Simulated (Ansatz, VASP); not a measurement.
## BN in VASP and in Ansatz

```
B N
1.0
     2.44280    0.00000    0.00000
    -1.22140    2.11552    0.00000
     0.00000    0.00000    5.93135
B N
2 2
Cartesian
  0.0000 1.4103 1.4828
  1.2214 0.7052 4.4485
  0.0000 1.4103 4.4485
  1.2214 0.7052 1.4828
```

Alike in both runs: task single point; functional LDA; k mesh 12 × 12 × 4; occupations gaussian, width 0.05 eV; no spin polarisation.

|  | VASP | Ansatz |
| --- | --- | --- |
| version | VASP 6.6.1 | Ansatz 0.2.0 |
| potentials or method | VASP PAW LDA potentials, release 64 (B, N), cutoff 520 eV | scalar-relativistic, plane waves, PAW |
| valence electrons in the cell | 16 | 16 |

|  | VASP | Ansatz | Ansatz less VASP |
| --- | --- | --- | --- |
| gap on the k mesh at the Fermi level (eV) | 3.97 | 3.98 | +0.013 |
| least direct gap on the mesh (eV) | 4.30 | 4.31 | +0.012 |
| pressure (GPa) | 19.2 | 18.4 | -0.70 |
| traceless stress, the component that is largest in VASP (GPa) | -14.59 | -13.67 | +0.918 |

Ansatz warns that its potentials were made for another functional, while VASP's fit it. LDA's correlation is that of Perdew and Zunger in VASP and of Perdew and Wang (1992) in Ansatz.
